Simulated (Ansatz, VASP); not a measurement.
# BP: VASP beside Ansatz

```
B P
1.0
     0.00000    2.26900    2.26900
     2.26900    0.00000    2.26900
     2.26900    2.26900    0.00000
B P
1 1
Direct
  0.00000 0.00000 0.00000
  0.25000 0.25000 0.25000
```

Alike in both runs: task relaxation of cell and atoms; functional PBE; k mesh 8 × 8 × 8; occupations gaussian, width 0.02 eV; no spin polarisation.

|  | VASP | Ansatz |
| --- | --- | --- |
| version | VASP 6.6.1 | Ansatz 0.2.0 |
| potentials or method | VASP PAW PBE potentials, release 64 (B, P), cutoff 500 eV | scalar-relativistic, plane waves, PAW |
| valence electrons in the cell | 8 | 8 |

```tsv
	VASP	Ansatz	Ansatz less VASP
gap on the k mesh at the Fermi level, each at its own relaxed structure (eV)	1.28	1.28	+0.005
relaxed volume (Å³/atom)	11.75	11.76	+0.014
relaxed cell length with the largest relative difference (Å)	3.215	3.216	+0.0013
```
